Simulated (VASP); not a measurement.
Crystal: TaN.

```
CELL_PARAMETERS angstrom
2.93800 0.00000 0.00000
-1.46900 2.54438 0.00000
0.00000 0.00000 2.88300
ATOMIC_POSITIONS crystal
Ta 0.33333 0.66667 0.50000
N 0.00000 0.00000 0.00000
```

| Property | Result |
| --- | --- |
| Program | VASP 6.6.1 |
| Task | relaxation of cell and atoms |
| Functional | revPBE |
| Potentials or basis | VASP PAW PBE potentials, release 64 (Ta_pv, N) |
| Cutoff | 600 eV |
| k mesh | 10 × 10 × 9 |
| Occupations | fermi-dirac, width 0.05 eV |
| Spin | no spin polarisation |

At the start: pressure 8.7 GPa; volume 10.78 Å³/atom.

Question: Where does the relaxation end?

Answer: Over 8 steps the energy falls by 7.3 meV/atom and the volume is 11.05 Å³/atom (+2.6 %); space group P-6m2 (No. 187, to 0.05 Å).

The path:
```csv
step,energy change (eV),largest force (eV/Å),pressure (GPa),volume (Å³)
1,0.0000,0.0000,8.75,21.55
2,0.0615,0.0000,-17.07,23.44
3,-0.0147,0.0000,-0.17,22.11
4,-0.0147,0.0000,0.00,22.10
5,-0.0147,0.0000,0.16,22.09
6,-0.0147,0.0000,0.14,22.09
7,-0.0147,0.0000,0.16,22.09
8,-0.0147,0.0000,-0.06,22.10
```

Final structure:
```
Ta N
1.0
     2.96168    0.00000    0.00000
    -1.48084    2.56489    0.00000
     0.00000    0.00000    2.90991
Ta N
1 1
Cartesian
  0.0000 1.7099 1.4550
  0.0000 0.0000 0.0000
```

Caveat: the PAW data sets were made with another functional, which shifts forces and pressure a little.
